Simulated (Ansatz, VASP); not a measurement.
## AlAu2: VASP beside Ansatz

```
Al Au
1.0
    -1.66728    1.66728    4.25140
     1.66728   -1.66728    4.25140
     1.66728    1.66728   -4.25140
Al Au
1 2
Direct
  0.00000 0.00000 0.00000
  0.66859 0.66859 0.00000
  0.33141 0.33141 0.00000
```

Alike in both runs: task single point; functional LDA; k mesh 16 × 16 × 16; occupations gaussian, width 0.15 eV; no spin polarisation.

|  | VASP | Ansatz |
| --- | --- | --- |
| version | VASP 6.6.1 | Ansatz 0.2.0 |
| potentials or method | VASP PAW LDA potentials, release 64 (Al, Au), cutoff 520 eV | scalar-relativistic, plane waves, PAW |
| valence electrons in the cell | 25 | 41 |

VASP gave:

| Item | Value |
| --- | --- |
| gap on the k mesh at the Fermi level (eV) | none |
| pressure (GPa) | 2.0 |
| traceless stress, the component that is largest in VASP (GPa) | -4.11 |
| rms of the force components (eV/Å) | 0.620 |

Problem. Which values does Ansatz return?

Solution. gap on the k mesh at the Fermi level (eV): none; pressure (GPa): 1.6; traceless stress, the component that is largest in VASP (GPa): -4.24; rms of the force components (eV/Å): 0.618.

LDA's correlation is that of Perdew and Zunger in VASP and of Perdew and Wang (1992) in Ansatz. Atom by atom the forces differ by 0.001 eV/Å (rms over components). A gap of «none» marks a metal or a gap that the smearing closes. VASP's potentials hold 25 valence electrons a cell and Ansatz's 41, so a difference there can come from the potentials and not from the codes.

Spin-orbit coupling is off throughout.
